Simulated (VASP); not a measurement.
## Cu: electric field gradients with PBEsol

Crystal: Cu.

```xyz
1
Lattice="-0.0362 1.7894 1.7894 1.7894 -0.0362 1.7894 1.7894 1.7894 -0.0362" Properties=species:S:1:pos:R:3 pbc="T T T"
Cu    0.0000    0.0000    0.0000
```

This cell differs from its parent crystal: equal xy, yz and zx shear strains of -2 %.

```json
{
  "Program": "VASP 6.6.1",
  "Task": "electric field gradients",
  "Functional": "PBEsol",
  "Potentials or basis": "VASP PAW PBE potentials, release 64 (Cu)",
  "Cutoff": "520 eV",
  "k mesh": "19 × 19 × 19",
  "Occupations": "fermi-dirac, width 0.08 eV",
  "Spin": "no spin polarisation",
  "Dipole correction": "no",
  "Further INCAR settings": "ALGO = Normal; EDIFF = 1e-08; NBANDS = 12"
}
```

```
Pressure : -5.6 GPa
```

Stress tensor (GPa, compression positive):
```
-5.65  1.37  1.37
 1.37 -5.65  1.37
 1.37  1.37 -5.65
```

Levels at points of the mesh, in eV from the Fermi level:
| k point | band 4 | band 5 | band 6 | band 7 | band 8 | band 9 |
| --- | --- | --- | --- | --- | --- | --- |
| (0.00, 0.00, 0.00) | -2.95 | -2.22 | -2.22 | 22.44 | 24.69 | 24.69 |

Electric field gradients, principal values (V/Å²):
```csv
atom,least,middle,greatest (by size)
1 Cu,0.536,0.536,-1.071
```

Wall time 39 s on 1 thread of Intel(R) Xeon(R) 6975P-C (Granite Rapids) (shared host), peak memory 0.19 GiB.

Caveat: the cell differs from its parent crystal (equal xy, yz and zx shear strains of -2 %); without QUAD_EFG the Cq values of the log hold for a quadrupole moment of 1 mb, not for the nuclei; the PAW data sets were made with another functional, which shifts forces and pressure a little.
